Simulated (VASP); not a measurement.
# CuO2 (Fm-3m) in VASP: notebook

CuO2 is run at these levels: PBE+U; tasks: single point.

Everything below comes from runs of VASP 6.6.1. Logs are shortened: lines on timing, memory, paths and dates and some standing lists are left out, and cuts for length are marked.

### 1 The cell of the first run

Symmetry: Fm-3m, No. 225, cubic system. The conventional cell has a = 5.046 Å, b = 5.046 Å, c = 5.046 Å, α = 90.00°, β = 90.00°, γ = 90.00°. Within 2.9 Å of Cu (site symmetry m-3m) lie 8 O at 2.19 Å. O (site symmetry -43m) has 4 Cu at 2.19 Å and 6 O at 2.52 Å within 2.9 Å.

### 2 Single point, PBE+U, collinear spin

Input file INCAR:

```
SYSTEM = CuO2
PREC     = Accurate       ! precision mode
ENCUT    = 700            ! plane-wave cutoff, eV
EDIFF    = 1E-6           ! SCF threshold, eV
ISMEAR   = 0              ! smearing method
SIGMA    = 0.1            ! smearing width, eV
LREAL    = .False.        ! projectors in reciprocal space
LASPH    = .True.         ! aspherical terms in the spheres
NELM     = 200            ! most SCF steps
ALGO     = Normal         ! electronic algorithm
ISIF     = 2              ! what is computed and relaxed
LWAVE    = .False.        ! write WAVECAR
LCHARG   = .False.        ! write CHGCAR
ISPIN    = 2              ! spin polarisation
MAGMOM   = 1 0 0          ! initial moments
LORBIT   = 11             ! projections on sites
LMAXMIX  = 4              ! l up to which the mixer works
LDAU     = .True.         ! DFT+U
LDAUTYPE = 2            
LDAUL    = 2 -1           ! shell
LDAUU    = 4 0            ! U, eV
LDAUJ    = 0 0          
LDAUPRINT= 1            
GGA      = PE             ! functional
NBANDS   = 26             ! bands
GGA_COMPAT= .False.
```

Input file KPOINTS:

```
Automatic mesh
0
Gamma
  14 14 14
  0 0 0
```

Input file POSCAR:

```
CuO2
1.0
    0.0000000000      2.5230445890      2.5230445890
    2.5230445890      0.0000000000      2.5230445890
    2.5230445890      2.5230445890      0.0000000000
Cu O
1 2
Direct
    0.0000000000      0.0000000000      0.0000000000
    0.2500000000      0.2500000000      0.2500000000
    0.7500000000      0.7500000000      0.7500000000
```

Potentials or basis: VASP PAW PBE potentials, release 64 (Cu_sv_GW, O).

Launch:

```
$ cat potpaw_PBE.64/Cu_sv_GW/POTCAR potpaw_PBE.64/O/POTCAR > POTCAR
$ mpirun -np 1 vasp_std > vasp.out
```

OUTCAR:

```text
SYSTEM = CuO2
   PREC = Accurate
   ENCUT = 700
   EDIFF = 1E-6
   ISMEAR = 0
   LREAL = .False.
   LASPH = .True.
   NELM = 200
   ISIF = 2
   ISPIN = 2
   LORBIT = 11
   GGA = PE

 ion  position               nearest neighbor table
   1  0.000  0.000  0.000-   2 2.19   3 2.19   3 2.19   3 2.19   3 2.19   2 2.19   2 2.19   2 2.19

   2  0.250  0.250  0.250-   1 2.19   1 2.19   1 2.19   1 2.19
   3  0.750  0.750  0.750-   1 2.19   1 2.19   1 2.19   1 2.19

  LATTYP: Found a face centered cubic cell.
 ALAT       =     5.0460891780

  Lattice vectors:

 A1 = (   0.0000000000,   2.5230445890,   2.5230445890)
 A2 = (   2.5230445890,   0.0000000000,   2.5230445890)
 A3 = (   2.5230445890,   2.5230445890,   0.0000000000)

Analysis of symmetry for initial positions (statically):
=====================================================================
 Subroutine PRICEL returns:
 Original cell was already a primitive cell.

 Routine SETGRP: Setting up the symmetry group for a
 face centered cubic supercell.

 Subroutine GETGRP returns: Found 48 space group operations
 (whereof 48 operations were pure point group operations)
 out of a pool of 48 trial point group operations.

The static configuration has the point symmetry O_h .

Analysis of symmetry for dynamics (positions and initial velocities):
=====================================================================
 Subroutine PRICEL returns:
 Original cell was already a primitive cell.

 Routine SETGRP: Setting up the symmetry group for a
 face centered cubic supercell.

 Subroutine GETGRP returns: Found 48 space group operations
 (whereof 48 operations were pure point group operations)
 out of a pool of 48 trial point group operations.

The dynamic configuration has the point symmetry O_h .

Analysis of structural, dynamic, and magnetic symmetry:
=====================================================================
 Subroutine PRICEL returns:
 Original cell was already a primitive cell.

 Routine SETGRP: Setting up the symmetry group for a
 face centered cubic supercell.

 Subroutine GETGRP returns: Found 48 space group operations
 (whereof 48 operations were pure point group operations)
 out of a pool of 48 trial point group operations.

The overall configuration has the point symmetry O_h .

 Subroutine INISYM returns: Found 48 space group operations
 (whereof 48 operations are pure point group operations),
 and found     1 'primitive' translations

----------------------------------------------------------------------------------------

                                     Primitive cell

  volume of cell :      32.1222

  direct lattice vectors                    reciprocal lattice vectors
     0.000000000  2.523044589  2.523044589    -0.198173271  0.198173271  0.198173271
     2.523044589  0.000000000  2.523044589     0.198173271 -0.198173271  0.198173271
     2.523044589  2.523044589  0.000000000     0.198173271  0.198173271 -0.198173271

  length of vectors
     3.568123876  3.568123876  3.568123876     0.343246175  0.343246175  0.343246175

  position of ions in fractional coordinates (direct lattice)
     0.000000000  0.000000000  0.000000000
     0.250000000  0.250000000  0.250000000
     0.750000000  0.750000000  0.750000000

  ion indices of the primitive-cell ions
   primitive index   ion index
                 1           1
                 2           2
                 3           3

[... 69 lines left out ...]
   ENCUT  =  700.0 eV  51.45 Ry    7.17 a.u.   7.70  7.70  7.70*2*pi/ulx,y,z
   NELM   =    200;   NELMIN=  2; NELMDL= -5     # of ELM steps
   EDIFF  = 0.1E-05   stopping-criterion for ELM
   LREAL  =      F    real-space projection
   EDIFFG = 0.1E-04   stopping-criterion for IOM
   NSW    =      0    number of steps for IOM
   IBRION =     -1    ionic relax: 0-MD 1-quasi-New 2-CG
   NFREE  =      0    steps in history (QN), initial steepest desc. (CG)
   ISIF   =      2    stress and relaxation
   ISYM   =      2    0-nonsym 1-usesym 2-fastsym
   POTIM  = 0.5000    time-step for ionic-motion
   TEBEG  =    0.0;   TEEND  =   0.0 temperature during run
   PSTRESS=    0.0 pullay stress
   NELECT =      31.0000    total number of electrons
   NUPDOWN=      -1.0000    fix difference up-down
   EMIN   =  10.00;   EMAX   =-10.00  energy-range for DOS
   EFERMI =   0.00;   METHOD = LEGACY
   ISMEAR =     0;   SIGMA  =   0.10  broadening in eV -4-tet -1-fermi 0-gaus
   EFERMI_NEDOS =   21; number of points for ismear=-14 and -15
   IALGO  =     38    algorithm
   IMIX   =      4    mixing-type and parameters
     AMIX     =   0.40;   BMIX     =  1.00
     AMIX_MAG =   1.60;   BMIX_MAG =  1.00
  volume/ion in A,a.u.               =      10.71        72.26
  Fermi-wavevector in a.u.,A,eV,Ry     =   1.617809  3.057215 35.610592  2.617305
  Thomas-Fermi vector in A             =   2.712173
   LORBIT       =     11    0 simple, 1 ext, 2 COOP (PROOUT), +10 PAW based schemes
 LDA+U is selected, type is set to LDAUTYPE =  2
   angular momentum for each species LDAUL =     2   -1
   U (eV)           for each species LDAUU =   4.0  0.0
   J (eV)           for each species LDAUJ =   0.0  0.0
   GGA     = PE    functional components
   LHFCALC =     F    Hartree Fock is set to
   AEXX    =    0.0000 exact exchange contribution
   IVDW    =     0    specifies the selected vdW correction
   LEPSILON=     F    determine dielectric tensor
   LRPA    =     F    only Hartree local field effects (RPA)
 spin polarized calculation
 Gauss-broadening in eV      SIGMA  =   0.10
  energy-cutoff  :      700.00
  volume of cell :       32.12
 maximum number of plane-waves:      1369
   NGX = 15   NGY = 15   NGZ = 15

atom =   1  type =  1  l = 2

 onsite density matrix

spin component  1

  0.9692 -0.0000  0.0000 -0.0000 -0.0000
 -0.0000  0.9692 -0.0000 -0.0000 -0.0000
  0.0000 -0.0000  0.9549 -0.0000  0.0000
 -0.0000 -0.0000 -0.0000  0.9692  0.0000
 -0.0000 -0.0000  0.0000  0.0000  0.9549

spin component  2

  0.7133 -0.0000 -0.0000 -0.0000  0.0000
 -0.0000  0.7133  0.0000 -0.0000  0.0000
 -0.0000  0.0000  0.9416  0.0000 -0.0000
 -0.0000 -0.0000  0.0000  0.7133 -0.0000
  0.0000  0.0000 -0.0000 -0.0000  0.9416

 occupancies and eigenvectors

  o =  0.7133  v =  0.0000  0.0000  0.0000  0.0000  0.0000  0.0000  0.9997 -0.0000  0.0237 -0.0000      0.0000  0.0000  0.0000  0.0000  0.0000  0.0000  0.0000  0.0000  0.0000  0.0000
  o =  0.7133  v =  0.0000  0.0000  0.0000  0.0000  0.0000  1.0000  0.0000  0.0000  0.0000  0.0000      0.0000  0.0000  0.0000  0.0000  0.0000  0.0000  0.0000  0.0000  0.0000  0.0000
  o =  0.7133  v =  0.0000  0.0000  0.0000  0.0000  0.0000  0.0000 -0.0237 -0.0000  0.9997  0.0000      0.0000  0.0000  0.0000  0.0000  0.0000  0.0000  0.0000  0.0000  0.0000  0.0000
  o =  0.9416  v =  0.0000  0.0000  0.0000  0.0000  0.0000  0.0000  0.0000  0.0496 -0.0000  0.9988      0.0000  0.0000  0.0000  0.0000  0.0000  0.0000  0.0000  0.0000  0.0000  0.0000
  o =  0.9416  v =  0.0000  0.0000  0.0000  0.0000  0.0000  0.0000 -0.0000 -0.9988 -0.0000  0.0496      0.0000  0.0000  0.0000  0.0000  0.0000  0.0000  0.0000  0.0000  0.0000  0.0000
  o =  0.9549  v =  0.0000 -0.0000  0.6103  0.0000 -0.7922  0.0000  0.0000  0.0000  0.0000  0.0000      0.0000  0.0000  0.0000  0.0000  0.0000  0.0000  0.0000  0.0000  0.0000  0.0000
  o =  0.9549  v =  0.0000  0.0000  0.7922 -0.0000  0.6103  0.0000  0.0000  0.0000  0.0000  0.0000      0.0000  0.0000  0.0000  0.0000  0.0000  0.0000  0.0000  0.0000  0.0000  0.0000
  o =  0.9692  v =  0.0000  0.9197  0.0000  0.3925 -0.0000  0.0000  0.0000  0.0000  0.0000  0.0000      0.0000  0.0000  0.0000  0.0000  0.0000  0.0000  0.0000  0.0000  0.0000  0.0000
  o =  0.9692  v =  0.0000  0.3925  0.0000 -0.9197 -0.0000  0.0000  0.0000  0.0000  0.0000  0.0000      0.0000  0.0000  0.0000  0.0000  0.0000  0.0000  0.0000  0.0000  0.0000  0.0000
  o =  0.9692  v =  1.0000  0.0000  0.0000  0.0000  0.0000  0.0000  0.0000  0.0000  0.0000  0.0000      0.0000  0.0000  0.0000  0.0000  0.0000  0.0000  0.0000  0.0000  0.0000  0.0000

 number of electron      31.0000004 magnetization       2.8234103

 Free energy of the ion-electron system (eV)
  ---------------------------------------------------
  ext. energy  EPLUGINS =         0.00000000
  ---------------------------------------------------
  free energy    TOTEN  =       -11.23151266 eV

  energy without entropy =      -11.22159413  energy(sigma->0) =      -11.22655339

 E-fermi :   2.1820     XC(G=0): -11.3040

 val. band max:        2.1704381230   @ k =  -0.3571   0.2857   0.0714
 cond. band min:       2.1839809688   @ k =  -0.2857   0.2143   0.0000
 fundamental gap:      0.0135428458
 Fermi energy:         2.1820023964

 spin component 1

 k-point     1 :       0.0000    0.0000    0.0000
  band No.  band energies     occupation
      1    -109.6486      1.00000
      2     -67.0139      1.00000
      3     -67.0139      1.00000
      4     -67.0139      1.00000
      5     -16.7290      1.00000
      6     -13.8924      1.00000
[... 1385 lines left out ...]
     25      26.8691      0.00000
     26      27.3628      0.00000

 [... further k-points ...]
[... 5 lines left out ...]
  --------------------------------------------------------------------------------------
  -------------------------------------------------------------------------------------
  Total       -2.5747991     -2.5747991     -2.5747991     -0.0000000     -0.0000000     -0.0000000
  in kB     -128.4248762   -128.4248762   -128.4248762     -0.0000000     -0.0000000     -0.0000000
  external PRESSURE =    -128.4248762 kB  Pullay stress =       0.0000000 kB

 VOLUME and BASIS-vectors are now :
 -----------------------------------------------------------------------------
  energy-cutoff  :      700.00
  volume of cell :       32.12
      direct lattice vectors                 reciprocal lattice vectors
     0.000000000  2.523044589  2.523044589    -0.198173271  0.198173271  0.198173271
     2.523044589  0.000000000  2.523044589     0.198173271 -0.198173271  0.198173271
     2.523044589  2.523044589  0.000000000     0.198173271  0.198173271 -0.198173271

 POSITION                                       TOTAL-FORCE (eV/Angst)
 -----------------------------------------------------------------------------------
      0.00000      0.00000      0.00000         0.000000     -0.000000      0.000000
      1.26152      1.26152      1.26152        -0.000000     -0.000000     -0.000000
      3.78457      3.78457      3.78457         0.000000      0.000000      0.000000
 -----------------------------------------------------------------------------------
    total drift:                                0.000000     -0.000000      0.000000

  FREE ENERGIE OF THE ION-ELECTRON SYSTEM (eV)
  ---------------------------------------------------
  free  energy   TOTEN  =       -11.2315126558 eV

  energy  without entropy=      -11.2215941303  energy(sigma->0) =      -11.22655339

 total charge

# of ion       s       p       d       f       tot
--------------------------------------------------
    1        2.183   6.294   8.816   0.007  17.301
    2        1.600   3.176   0.000   0.000   4.776
    3        1.600   3.176   0.000   0.000   4.776
--------------------------------------------------
tot          5.382  12.646   8.816   0.007  26.852

 magnetization (x)

# of ion       s       p       d       f       tot
--------------------------------------------------
    1       -0.020  -0.018   0.794   0.001   0.758
    2        0.015   0.903   0.000   0.000   0.919
    3        0.015   0.903   0.000   0.000   0.919
--------------------------------------------------
tot          0.011   1.789   0.794   0.001   2.596
```

It took 4.9 min on 1 thread of Intel Xeon Platinum 8259CL at 2.50GHz (Skylake/Cascade Lake), shared host; peak memory 0.37 GiB.

What came out:

```yaml
Free_energy: -11.2315 eV
Pressure: -12.8 GPa
Net_moment: 2.82 μB per cell
Site_moments: Cu +0.76; O +0.92 μB
Valence_electrons_inside_the_program's_atomic_spheres: Cu 17.30; O 4.78
```

Eigenvalues of the final occupation matrices:
```
    site  spin  trace               eigenvalues
site 1 d     1   4.82  0.95 0.95 0.97 0.97 0.97
site 1 d     2   4.02  0.71 0.71 0.71 0.94 0.94
```

Caveat: the cell stands under tension; a cell with one magnetic atom can't hold antiferromagnetic order, which such compounds often take.

### 3 Single point, PBE+U, collinear spin

This run uses another cell than the first one, of 9.73 Å³/atom.

Input file INCAR:

```
ALGO = Normal ; EDIFF = 1E-6
ENCUT = 520 ; GGA = PE
ISIF = 2 ; ISMEAR = 0
ISPIN = 2 ; LASPH = True
LCHARG = True ; LDAU = True
LDAUJ = 0 0 ; LDAUL = 2 -1
LDAUPRINT = 1 ; LDAUTYPE = 2
LDAUU = 4 0 ; LELF = True
LMAXMIX = 4 ; LORBIT = 11
LREAL = False ; LVHAR = True
LWAVE = False ; MAGMOM = 1 0 0
NBANDS = 22 ; NELM = 150
PREC = Accurate ; SIGMA = 0.1
```

Input file KPOINTS:

```
k-points
0
Gamma
  14 14 14
```

Input file POSCAR:

```
CuO2
1.0
    0.0000000000      2.4441472340      2.4441472340
    2.4441472340      0.0000000000      2.4441472340
    2.4441472340      2.4441472340      0.0000000000
Cu O
1 2
Direct
    0.0000000000      0.0000000000      0.0000000000
    0.2500000000      0.2500000000      0.2500000000
    0.7500000000      0.7500000000      0.7500000000
```

Potentials or basis: VASP PAW PBE potentials, release 64 (Cu, O).

Launch:

```
$ cat potpaw_PBE.64/Cu/POTCAR potpaw_PBE.64/O/POTCAR > POTCAR
$ mpirun -np 1 vasp_std > vasp.out
```

Run time: 3.7 min. Hardware: 1 thread of AMD EPYC 7R43 (Zen 3), shared host; peak memory 0.2 GiB.

The run converged. Its results:

```
Free energy                                           : -11.6433 eV
Pressure                                              : -3.1 GPa
Net moment                                            : 2.44 μB per cell
Site moments                                          : Cu +0.67; O +0.78 μB
Valence electrons inside the program's atomic spheres : Cu 9.76; O 4.81
```

Levels at points of the mesh, in eV from the Fermi level:
Spin up:
```csv
k point,band 9,band 10,band 11,band 12,band 13,band 14,band 15,band 16,band 17,band 18
"(0.00, 0.00, 0.00)",-1.17,-1.17,-0.79,-0.79,-0.79,5.94,12.49,12.49,12.49,18.83
"(0.50, 0.00, 0.00)",-2.99,-2.80,-2.80,-0.56,-0.56,9.74,11.03,15.86,15.86,18.93
"(0.50, 0.50, 0.00)",-3.28,-2.97,-0.23,0.16,0.16,9.01,12.24,12.72,17.06,17.06
```
Spin down:
| k point | band 8 | band 9 | band 10 | band 11 | band 12 | band 13 |
| --- | --- | --- | --- | --- | --- | --- |
| (0.00, 0.00, 0.00) | 0.33 | 0.33 | 0.33 | 1.04 | 1.04 | 1.04 |
| (0.50, 0.00, 0.00) | -2.00 | -1.50 | -1.50 | -1.20 | 1.13 | 1.13 |
| (0.50, 0.50, 0.00) | -2.53 | -2.40 | -1.34 | 1.40 | 1.90 | 1.90 |

Eigenvalues of the final occupation matrices:
| site | spin | trace | eigenvalues |
| --- | --- | --- | --- |
| site 1 d | 1 | 4.91 | 0.97 0.97 0.99 0.99 0.99 |
| site 1 d | 2 | 4.20 | 0.76 0.76 0.76 0.96 0.96 |

Caveat: the cell stands under tension; a cell with one magnetic atom can't hold antiferromagnetic order, which such compounds often take.
